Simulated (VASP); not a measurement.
# CuW3 (Pm-3m) in VASP: further runs, part 2 of 2

VASP 6.6.1.

**3. Relaxation of cell and atoms, PBE**

This run uses another cell than the first one, of 14.86 Å³/atom.

Input file INCAR:

```
ALGO = Normal
EDIFF = 1E-7
EDIFFG = -0.04
ENCUT = 600
GGA = PE
IBRION = 2
ISIF = 3
ISMEAR = 0
LASPH = True
LCHARG = False
LREAL = False
LWAVE = False
NELM = 100
NSW = 90
PREC = Accurate
SIGMA = 0.1
```

Input file KPOINTS:

```
k-points
0
Gamma
  4 4 4
```

Input file POSCAR:

```
CuW3
1.0
    3.9027229029      0.0000000000      0.0000000000
    0.0000000000      3.9027229029      0.0000000000
    0.0000000000      0.0000000000      3.9027229029
Cu W
1 3
Direct
    0.0000000000      0.0000000000      0.0000000000
    0.0000000000      0.5000000000      0.5000000000
    0.5000000000      0.0000000000      0.5000000000
    0.5000000000      0.5000000000      0.0000000000
```

Potentials or basis: VASP PAW PBE potentials, release 64 (Cu, W_sv).

Command:

```sh
> cat potpaw_PBE.64/Cu/POTCAR potpaw_PBE.64/W_sv/POTCAR > POTCAR
> mpirun -np 1 vasp_std > vasp.out
```

OUTCAR:

```text
EDIFF = 1E-7
   EDIFFG = -0.04
   ENCUT = 600
   GGA = PE
   IBRION = 2
   ISIF = 3
   ISMEAR = 0
   LASPH = True
   LREAL = False
   NELM = 100
   NSW = 90
   PREC = Accurate

 ion  position               nearest neighbor table
   1  0.000  0.000  0.000-   2 2.76   3 2.76   4 2.76   2 2.76   3 2.76   2 2.76   4 2.76   2 2.76
                             3 2.76   4 2.76   3 2.76   4 2.76
   2  0.000  0.500  0.500-   1 2.76   3 2.76   4 2.76   1 2.76   4 2.76   1 2.76   3 2.76   1 2.76
                             3 2.76   4 2.76   4 2.76   3 2.76
   3  0.500  0.000  0.500-   1 2.76   2 2.76   4 2.76   1 2.76   4 2.76   2 2.76   4 2.76   4 2.76
                             1 2.76   2 2.76   1 2.76   2 2.76
   4  0.500  0.500  0.000-   1 2.76   2 2.76   3 2.76   2 2.76   3 2.76   1 2.76   3 2.76   3 2.76
                             1 2.76   2 2.76   2 2.76   1 2.76

  LATTYP: Found a simple cubic cell.
 ALAT       =     3.9027229029

  Lattice vectors:

 A1 = (   3.9027229029,   0.0000000000,   0.0000000000)
 A2 = (   0.0000000000,   3.9027229029,   0.0000000000)
 A3 = (   0.0000000000,   0.0000000000,   3.9027229029)

Analysis of symmetry for initial positions (statically):
=====================================================================
 Subroutine PRICEL returns:
 Original cell was already a primitive cell.

 Routine SETGRP: Setting up the symmetry group for a
 simple cubic supercell.

 Subroutine GETGRP returns: Found 48 space group operations
 (whereof 48 operations were pure point group operations)
 out of a pool of 48 trial point group operations.

The static configuration has the point symmetry O_h .

Analysis of symmetry for dynamics (positions and initial velocities):
=====================================================================
 Subroutine PRICEL returns:
 Original cell was already a primitive cell.

 Routine SETGRP: Setting up the symmetry group for a
 simple cubic supercell.

 Subroutine GETGRP returns: Found 48 space group operations
 (whereof 48 operations were pure point group operations)
 out of a pool of 48 trial point group operations.

The dynamic configuration has the point symmetry O_h .

 Subroutine INISYM returns: Found 48 space group operations
 (whereof 48 operations are pure point group operations),
 and found     1 'primitive' translations

----------------------------------------------------------------------------------------

                                     Primitive cell

  volume of cell :      59.4433

  direct lattice vectors                    reciprocal lattice vectors
     3.902722903  0.000000000  0.000000000     0.256231361  0.000000000  0.000000000
     0.000000000  3.902722903  0.000000000     0.000000000  0.256231361  0.000000000
     0.000000000  0.000000000  3.902722903     0.000000000  0.000000000  0.256231361

  length of vectors
     3.902722903  3.902722903  3.902722903     0.256231361  0.256231361  0.256231361

  position of ions in fractional coordinates (direct lattice)
     0.000000000  0.000000000  0.000000000
     0.000000000  0.500000000  0.500000000
     0.500000000  0.000000000  0.500000000
     0.500000000  0.500000000  0.000000000

  ion indices of the primitive-cell ions
   primitive index   ion index
                 1           1
                 2           2
                 3           3
                 4           4

----------------------------------------------------------------------------------------

[... 36 lines left out ...]
   k-points           NKPTS =     10   k-points in BZ     NKDIM =     10   number of bands    NBANDS=     31
   number of dos      NEDOS =    301   number of ions     NIONS =      4
   total plane-waves  NPLWV =  32768
   dimension x,y,z NGX =    32 NGY =   32 NGZ =   32
   dimension x,y,z NGXF=    64 NGYF=   64 NGZF=   64
   ions per type =               1   3
   NGX,Y,Z   is equivalent  to a cutoff of  13.63, 13.63, 13.63 a.u.
   NGXF,Y,Z  is equivalent  to a cutoff of  27.26, 27.26, 27.26 a.u.
 SYSTEM =  unknown system
   PREC   = accura    normal or accurate (medium, high low for compatibility)
   ISTART =      0    job   : 0-new  1-cont  2-samecut
   ICHARG =      2    charge: 1-file 2-atom 10-const
   ISPIN  =      1    spin polarized calculation?
   LNONCOLLINEAR =      F non collinear calculations
   LSORBIT =      F    spin-orbit coupling
   LASPH  =      T    aspherical Exc in radial PAW
   ENCUT  =  600.0 eV  44.10 Ry    6.64 a.u.   7.79  7.79  7.79*2*pi/ulx,y,z
   NELM   =    100;   NELMIN=  2; NELMDL= -5     # of ELM steps
   EDIFF  = 0.1E-06   stopping-criterion for ELM
   LREAL  =      F    real-space projection
   EDIFFG = -.4E-01   stopping-criterion for IOM
   NSW    =     90    number of steps for IOM
   IBRION =      2    ionic relax: 0-MD 1-quasi-New 2-CG
   NFREE  =      1    steps in history (QN), initial steepest desc. (CG)
   ISIF   =      3    stress and relaxation
   ISYM   =      2    0-nonsym 1-usesym 2-fastsym
   POTIM  = 0.5000    time-step for ionic-motion
   TEBEG  =    0.0;   TEEND  =   0.0 temperature during run
   PSTRESS=    0.0 pullay stress
   NELECT =      53.0000    total number of electrons
   NUPDOWN=      -1.0000    fix difference up-down
   EMIN   =  10.00;   EMAX   =-10.00  energy-range for DOS
   EFERMI =   0.00;   METHOD = LEGACY
   ISMEAR =     0;   SIGMA  =   0.10  broadening in eV -4-tet -1-fermi 0-gaus
   EFERMI_NEDOS =   21; number of points for ismear=-14 and -15
   IALGO  =     38    algorithm
   IMIX   =      4    mixing-type and parameters
     AMIX     =   0.40;   BMIX     =  1.00
     AMIX_MAG =   1.60;   BMIX_MAG =  1.00
  volume/ion in A,a.u.               =      14.86       100.29
  Fermi-wavevector in a.u.,A,eV,Ry     =   1.575672  2.977588 33.779747  2.482741
  Thomas-Fermi vector in A             =   2.676620
   LORBIT       =      0    0 simple, 1 ext, 2 COOP (PROOUT), +10 PAW based schemes
   GGA     = PE    functional components
   LHFCALC =     F    Hartree Fock is set to
   AEXX    =    0.0000 exact exchange contribution
   IVDW    =     0    specifies the selected vdW correction
   LEPSILON=     F    determine dielectric tensor
   LRPA    =     F    only Hartree local field effects (RPA)
 conjugate gradient relaxation of ions
 non-spin polarized calculation
 Gauss-broadening in eV      SIGMA  =   0.10
  energy-cutoff  :      600.00
  volume of cell :       59.44
 maximum number of plane-waves:      2008
 NGX is ok and might be reduce to    32
   NGX = 15   NGY = 15   NGZ = 15

--------------------------------------- Ionic step        1  -------------------------------------------

 number of electron      53.0000006 magnetization

 Free energy of the ion-electron system (eV)
  ---------------------------------------------------
  ext. energy  EPLUGINS =         0.00000000
  ---------------------------------------------------
  free energy    TOTEN  =       -41.30893351 eV

  energy without entropy =      -41.29589671  energy(sigma->0) =      -41.30241511

------------------------ aborting loop because EDIFF is reached ----------------------------------------

  FORCE on cell =-STRESS in cart. coord.  units (eV):
  Direction    XX          YY          ZZ          XY          YZ          ZX
  --------------------------------------------------------------------------------------
  -------------------------------------------------------------------------------------
  Total        2.0881334      2.0881334      2.0881334      0.0000000     -0.0000000      0.0000000
  in kB       56.2815014     56.2815014     56.2815014      0.0000000     -0.0000000      0.0000000
  external PRESSURE =      56.2815014 kB  Pullay stress =       0.0000000 kB
[... 25 lines left out ...]
--------------------------------------- Ionic step        2  -------------------------------------------

 number of electron      53.0000008 magnetization

 E-fermi :   9.5172     XC(G=0): -13.0311

 val. band max:        9.5115429128   @ k =   0.2500   0.0000   0.0000
 cond. band min:       9.6347386981   @ k =   0.5000   0.2500   0.0000
 fundamental gap:      0.1231957853
 Fermi energy:         9.5172177157

 k-point     1 :       0.0000    0.0000    0.0000
  band No.  band energies     occupation
      1     -64.5037      2.00000
      2     -64.3874      2.00000
      3     -64.3874      2.00000
      4     -29.0383      2.00000
      5     -29.0383      2.00000
      6     -29.0383      2.00000
[... 366 lines left out ...]
--------------------------------------- Ionic step        3  -------------------------------------------

 number of electron      53.0000026 magnetization

 Free energy of the ion-electron system (eV)
  ---------------------------------------------------
  ext. energy  EPLUGINS =         0.00000000
  ---------------------------------------------------
  free energy    TOTEN  =       -41.32992268 eV

  energy without entropy =      -41.31679727  energy(sigma->0) =      -41.32335998

 E-fermi :  10.2443     XC(G=0): -13.3325

 val. band max:       10.2374224070   @ k =   0.2500   0.0000   0.0000
 cond. band min:      10.3655520725   @ k =   0.5000   0.2500   0.0000
 fundamental gap:      0.1281296655
 Fermi energy:        10.2443183554

 k-point     1 :       0.0000    0.0000    0.0000
  band No.  band energies     occupation
      1     -63.6919      2.00000
      2     -63.5441      2.00000
      3     -63.5441      2.00000
      4     -28.3295      2.00000
      5     -28.3295      2.00000
      6     -28.3295      2.00000
[... 360 lines left out ...]
  FREE ENERGIE OF THE ION-ELECTRON SYSTEM (eV)
  ---------------------------------------------------
  free  energy   TOTEN  =       -41.3299226799 eV

  energy  without entropy=      -41.3167972747  energy(sigma->0) =      -41.32335998

 reached required accuracy - stopping structural energy minimisation
```

CONTCAR:

```text
CuW3
   1.00000000000000
     3.9299644155891258    0.0000000000000000    0.0000000000000000
     0.0000000000000000    3.9299644155891258    0.0000000000000000
     0.0000000000000000   -0.0000000000000000    3.9299644155891258
  Cu              W
     1     3
Direct
     0.0000000000000000    0.0000000000000000    0.0000000000000000
     0.0000000000000000    0.5000000000000000    0.5000000000000000
     0.5000000000000000    0.0000000000000000    0.5000000000000000
     0.5000000000000000    0.5000000000000000    0.0000000000000000

  0.00000000E+00  0.00000000E+00  0.00000000E+00
  0.00000000E+00  0.00000000E+00  0.00000000E+00
  0.00000000E+00  0.00000000E+00  0.00000000E+00
  0.00000000E+00  0.00000000E+00  0.00000000E+00
```

It took 1.8 min on 1 thread of Intel Xeon 8259CL, shared host; peak memory 0.19 GiB.

What came out:

```yaml
Free_energy: -41.3299 eV
Relaxed_volume: 15.17 Å³/atom
Relaxed_cell: a = 3.930 Å, b = 3.930 Å, c = 3.930 Å, α = 90.00°, β = 90.00°, γ = 90.00°
Space_group_after_relaxing_to_0.1_Å: Pm-3m (No. 221)
Energy_gained_by_relaxing: 5.2 meV/atom
Ionic_steps: 3
Pressure_after_relaxing: -0.1 GPa
Band_gap_on_the_k_mesh: zero (an odd number of electrons rules out a gap without spin polarisation)
```

The path:
```tsv
step	energy change (eV)	largest force (eV/Å)	pressure (GPa)	volume (Å³)
1	0.0000	0.0000	5.63	59.44
2	0.1188	0.0000	-12.64	64.05
3	-0.0210	0.0000	-0.12	60.70
```

Final structure:
```xyz
4
Lattice="3.9300 0.0000 0.0000 0.0000 3.9300 0.0000 0.0000 0.0000 3.9300" Properties=species:S:1:pos:R:3 pbc="T T T"
Cu    0.0000    0.0000    0.0000
W     0.0000    1.9650    1.9650
W     1.9650    0.0000    1.9650
W     1.9650    1.9650    0.0000
```

Caveat: the k points lie up to 0.40 Å⁻¹ apart in the final cell, too coarse for converged energies and pressures of a metal; spin-orbit coupling is left out, which moves the levels of the heavy elements.

The gap in the log of VASP goes by the Fermi energy; the results here count the filled bands.